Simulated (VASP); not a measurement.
# Rh12N in VASP: single point with PBE

Aim: the single point of Rh12N with PBE.

Everything below comes from runs of VASP 6.6.1. Logs are shortened: lines on timing, memory, paths and dates and some standing lists are left out, and cuts for length are marked.

**1. The cell of the first run**

The cell holds a slab with vacuum, 13 atoms: a = 5.417 Å, b = 5.417 Å, c = 19.174 Å, α = 90.00°, β = 90.00°, γ = 90.00°.

**2. Single point, PBE**

The input, INCAR:

```
SYSTEM = Rh12N
ALGO = Normal
DIPOL = 0.5 0.5 0.318
EDIFF = 1E-6
ENCUT = 520
GGA = PE
IDIPOL = 3
ISIF = 2
ISMEAR = 0
LASPH = .True.
LCHARG = .False.
LDIPOL = .True.
LREAL = .False.
LWAVE = .False.
NBANDS = 104
NELM = 60
PREC = Accurate
SIGMA = 0.1
```

The input, KPOINTS:

```
k-points
0
Gamma
  5 5 1
  0 0 0
```

The input, POSCAR:

```
Rh12N
1.0
    5.4165863246      0.0000000000      0.0000000000
    0.0000000000      5.4165863246      0.0000000000
    0.0000000000      0.0000000000     19.1737394151
Rh N
12 1
Direct
    0.2500000000      0.2500000000      0.2086186692
    0.2500000000      0.7500000000      0.2086186692
    0.7500000000      0.2500000000      0.2086186692
    0.7500000000      0.7500000000      0.2086186692
    0.0000000000      0.0000000000      0.3044995950
    0.0000000000      0.5000000000      0.3044995950
    0.5000000000      0.0000000000      0.3044995950
    0.5000000000      0.5000000000      0.3044995950
    0.2500000000      0.2500000000      0.4002213261
    0.2500000000      0.7500000000      0.4002213261
    0.7500000000      0.2500000000      0.4002213261
    0.7500000000      0.7500000000      0.4002213261
    0.3333333333      0.3333333333      0.4817072562
```

Potentials or basis: VASP PAW PBE potentials, release 64 (Rh_pv, N).

Command:

```sh
$ cat potpaw_PBE.64/Rh_pv/POTCAR potpaw_PBE.64/N/POTCAR > POTCAR
$ mpirun -np 1 vasp_std > vasp.out
```

OUTCAR:

```text
SYSTEM = Rh12N
   EDIFF = 1E-6
   ENCUT = 520
   GGA = PE
   ISIF = 2
   ISMEAR = 0
   LASPH = .True.
   LREAL = .False.
   NELM = 60
   PREC = Accurate

 ion  position               nearest neighbor table
   1  0.250  0.250  0.209-   5 2.65   6 2.65   7 2.65   8 2.65   2 2.71   3 2.71   2 2.71   3 2.71

   2  0.250  0.750  0.209-   5 2.65   6 2.65   7 2.65   8 2.65   1 2.71   4 2.71   1 2.71   4 2.71

   3  0.750  0.250  0.209-   5 2.65   6 2.65   7 2.65   8 2.65   1 2.71   4 2.71   4 2.71   1 2.71
[... 15 lines left out ...]
  11  0.750  0.250  0.400-   5 2.65   6 2.65   7 2.65   8 2.65   9 2.71  12 2.71  12 2.71   9 2.71

  12  0.750  0.750  0.400-   5 2.65   6 2.65   7 2.65   8 2.65  10 2.71  11 2.71  11 2.71  10 2.71

  13  0.333  0.333  0.482-   9 1.69

  LATTYP: Found a simple tetragonal cell.
 ALAT       =     5.4165863246
 C/A-ratio  =     3.5398197806

  Lattice vectors:

 A1 = (   5.4165863246,   0.0000000000,   0.0000000000)
 A2 = (   0.0000000000,   5.4165863246,   0.0000000000)
 A3 = (   0.0000000000,   0.0000000000,  19.1737394151)

Analysis of symmetry for initial positions (statically):
=====================================================================
 Subroutine PRICEL returns:
 Original cell was already a primitive cell.

 Routine SETGRP: Setting up the symmetry group for a
 simple tetragonal supercell.

 Subroutine GETGRP returns: Found  2 space group operations
 (whereof  2 operations were pure point group operations)
 out of a pool of 16 trial point group operations.

The static configuration has the point symmetry C_1h.

Analysis of symmetry for dynamics (positions and initial velocities):
=====================================================================
 Subroutine PRICEL returns:
 Original cell was already a primitive cell.

 Routine SETGRP: Setting up the symmetry group for a
 simple tetragonal supercell.

 Subroutine GETGRP returns: Found  2 space group operations
 (whereof  2 operations were pure point group operations)
 out of a pool of 16 trial point group operations.

The dynamic configuration has the point symmetry C_1h.

 Subroutine INISYM returns: Found  2 space group operations
 (whereof  2 operations are pure point group operations),
 and found     1 'primitive' translations

----------------------------------------------------------------------------------------

                                     Primitive cell

[... 116 lines left out ...]
     AMIX_MAG =   1.60;   BMIX_MAG =  1.00
  volume/ion in A,a.u.               =      43.27       292.02
  Fermi-wavevector in a.u.,A,eV,Ry     =   1.130002  2.135395 17.373352  1.276905
  Thomas-Fermi vector in A             =   2.266698
   LORBIT       =      0    0 simple, 1 ext, 2 COOP (PROOUT), +10 PAW based schemes
   GGA     = PE    functional components
   LHFCALC =     F    Hartree Fock is set to
   AEXX    =    0.0000 exact exchange contribution
   IVDW    =     0    specifies the selected vdW correction
   LEPSILON=     F    determine dielectric tensor
   LRPA    =     F    only Hartree local field effects (RPA)
 non-spin polarized calculation
 Gauss-broadening in eV      SIGMA  =   0.10
  energy-cutoff  :      520.00
  volume of cell :      562.55
 maximum number of plane-waves:     15180
   NGX = 21   NGY = 21   NGZ = 71

 dipolmoment           0.000000      0.000000     -0.436509 electrons x Angstroem

 number of electron     185.0000092 magnetization

 dipolmoment           0.000000      0.000000      0.114031 electrons x Angstroem

 Free energy of the ion-electron system (eV)
  ---------------------------------------------------
  ext. energy  EPLUGINS =         0.00000000
  ---------------------------------------------------
  free energy    TOTEN  =       -85.61660216 eV

  energy without entropy =      -85.53416409  energy(sigma->0) =      -85.57538312

 E-fermi :  -0.0961     XC(G=0):  -5.2883

 val. band max:       -0.1040459917   @ k =   0.0000   0.0000   0.0000
 cond. band min:      -0.0942007072   @ k =   0.4000   0.2000   0.0000
 fundamental gap:      0.0098452845
 Fermi energy:        -0.0961268097

 k-point     1 :       0.0000    0.0000    0.0000
  band No.  band energies     occupation
      1     -48.5295      2.00000
      2     -47.4520      2.00000
      3     -47.4429      2.00000
      4     -47.1151      2.00000
      5     -47.0998      2.00000
      6     -47.0575      2.00000
[... 952 lines left out ...]
    103       0.7980      0.00000
    104       1.2518      0.00000

------------------------ aborting loop because EDIFF is reached ----------------------------------------

 vacuum level on the upper side and lower side of the slab       (xc-potential included)         0.339        -0.344

  FORCE on cell =-STRESS in cart. coord.  units (eV):
  Direction    XX          YY          ZZ          XY          YZ          ZX
  --------------------------------------------------------------------------------------
  -------------------------------------------------------------------------------------
  Total       -5.2992423     -5.2992423      2.2075263      0.7269204      1.5611532      1.5611518
  in kB      -15.0926745    -15.0926745      6.2872150      2.0703287      4.4462916      4.4462877
  external PRESSURE =      -7.9660446 kB  Pullay stress =       0.0000000 kB

 VOLUME and BASIS-vectors are now :
 -----------------------------------------------------------------------------
  energy-cutoff  :      520.00
  volume of cell :      562.55
      direct lattice vectors                 reciprocal lattice vectors
     5.416586325  0.000000000  0.000000000     0.184618123  0.000000000  0.000000000
     0.000000000  5.416586325  0.000000000     0.000000000  0.184618123  0.000000000
     0.000000000  0.000000000 19.173739415     0.000000000  0.000000000  0.052154667

 POSITION                                       TOTAL-FORCE (eV/Angst)
 -----------------------------------------------------------------------------------
      1.35415      1.35415      4.00000        -0.022314     -0.022314      0.140701
      1.35415      4.06244      4.00000        -0.022793     -0.025804      0.024515
      4.06244      1.35415      4.00000        -0.025804     -0.022793      0.024515
      4.06244      4.06244      4.00000        -0.138920     -0.138920     -0.329975
      0.00000      0.00000      5.83840        -0.012462     -0.012462     -0.173400
      0.00000      2.70829      5.83840         0.007858     -0.107127     -0.152177
      2.70829      0.00000      5.83840        -0.107127      0.007858     -0.152177
      2.70829      2.70829      5.83840         0.051945      0.051945     -0.354312
      1.35415      1.35415      7.67374        -0.156023     -0.156023      0.381932
      1.35415      4.06244      7.67374        -0.039027     -0.051586      0.272011
      4.06244      1.35415      7.67374        -0.051586     -0.039027      0.272011
      4.06244      4.06244      7.67374         0.080148      0.080148     -0.139046
      1.80553      1.80553      9.23613         0.436102      0.436102      0.185403
 -----------------------------------------------------------------------------------
    total drift:                                0.000068      0.000068     -0.000192

  FREE ENERGIE OF THE ION-ELECTRON SYSTEM (eV)
  ---------------------------------------------------
  free  energy   TOTEN  =       -85.6166021612 eV

  energy  without entropy=      -85.5341640851  energy(sigma->0) =      -85.57538312

 vacuum level on the upper side and lower side of the slab         5.577         4.874
```

OSZICAR:

```text
N       E                     dE             d eps       ncg     rms          rms(c)
DAV:   1     0.182419271008E+04    0.18242E+04   -0.11639E+05  2472   0.166E+03
DAV:   2    -0.152250964116E+02   -0.18394E+04   -0.18005E+04  2040   0.473E+02
DAV:   3    -0.886239853408E+02   -0.73399E+02   -0.68469E+02  2512   0.869E+01
[... 26 lines left out ...]
DAV:  30    -0.856165858783E+02   -0.29283E-04   -0.13426E-06  1216   0.298E-03    0.239E-03
DAV:  31    -0.856165941068E+02   -0.82284E-05   -0.28915E-07  1152   0.111E-03    0.208E-03
DAV:  32    -0.856165996606E+02   -0.55538E-05   -0.38819E-07  1176   0.114E-03    0.140E-03
DAV:  33    -0.856166015865E+02   -0.19259E-05   -0.12436E-07  1056   0.840E-04    0.630E-04
DAV:  34    -0.856166021612E+02   -0.57477E-06   -0.74005E-08  1000   0.528E-04
   1 F= -.85616602E+02 E0= -.85575383E+02  d E =-.824381E-01
```

stdout:

```text
POSCAR found type information on POSCAR RhN
 POSCAR found :  2 types and      13 ions
 scaLAPACK will be used
 LDA part: xc-table for (Slater+PW92), standard interpolation
 POSCAR, INCAR and KPOINTS ok, starting setup
 FFT: planning ... GRIDC
 FFT: planning ... GRID_SOFT
 FFT: planning ... GRID
 WAVECAR not read
 entering main loop
```

Run time: 40 min. Hardware: 1 thread of Intel Xeon 8259CL, shared host; peak memory 0.72 GiB.

What came out:

* Free energy: -85.6166 eV
* Largest force: 0.644 eV/Å
* Band gap on the k mesh: zero (an odd number of electrons rules out a gap without spin polarisation)

Forces in eV/Å, atoms in the order of the input:
```
Rh  -0.022 -0.022  0.141
Rh  -0.023 -0.026  0.025
Rh  -0.026 -0.023  0.025
Rh  -0.139 -0.139 -0.330
Rh  -0.012 -0.012 -0.173
Rh   0.008 -0.107 -0.152
Rh  -0.107  0.008 -0.152
Rh   0.052  0.052 -0.354
Rh  -0.156 -0.156  0.382
Rh  -0.039 -0.052  0.272
Rh  -0.052 -0.039  0.272
Rh   0.080  0.080 -0.139
N    0.436  0.436  0.185
```

Levels at points of the mesh, in eV from the Fermi level:
| k point | band 90 | band 91 | band 92 | band 93 | band 94 | band 95 | band 96 | band 97 |
| --- | --- | --- | --- | --- | --- | --- | --- | --- |
| (0.00, 0.00, 0.00) | 0.26 | 0.33 | 0.34 | 0.39 | 0.51 | 0.57 | 0.61 | 0.65 |
